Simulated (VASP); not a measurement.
A run of VASP 6.6.1:

File INCAR:

```
SYSTEM = LiCl
PREC     = Accurate       ! precision mode
ENCUT    = 520            ! plane-wave cutoff, eV
EDIFF    = 1E-6           ! SCF threshold, eV
ISMEAR   = 0              ! smearing method
SIGMA    = 0.02           ! smearing width, eV
LREAL    = .FALSE.        ! projectors in reciprocal space
LASPH    = .TRUE.         ! aspherical terms in the spheres
NELM     = 60             ! most SCF steps
ALGO     = Normal         ! electronic algorithm
ISIF     = 2              ! what is computed and relaxed
LWAVE    = .FALSE.        ! write WAVECAR
LCHARG   = .FALSE.        ! write CHGCAR
GGA      = PE             ! functional
NBANDS   = 12             ! bands
```

The input KPOINTS:

```
regular mesh
0
G
  8 8 8
  0 0 0
```

File POSCAR:

```
LiCl
1.0
    0.0000000000      2.4679753898      2.4679753898
    2.4679753898      0.0000000000      2.4679753898
    2.4679753898      2.4679753898      0.0000000000
Li Cl
1 1
Direct
    0.5000000000      0.5000000000      0.5000000000
    0.0000000000      0.0000000000      0.0000000000
```

Potentials or basis: VASP PAW PBE potentials, release 64 (Li_sv, Cl).

Launch:

```sh
$ cat potpaw_PBE.64/Li_sv/POTCAR potpaw_PBE.64/Cl/POTCAR > POTCAR
$ mpirun -np 1 vasp_std > vasp.out
```

Hardware: 1 thread of Intel(R) Xeon(R) 6975P-C (Granite Rapids), on a shared host.

**Question.** Estimate the wall time of this run.

**Answer.** Wall time 11 s on 1 thread of Intel(R) Xeon(R) 6975P-C (Granite Rapids) (shared host), peak memory 0.15 GiB. Counts: scf iterations 12, k points 29.
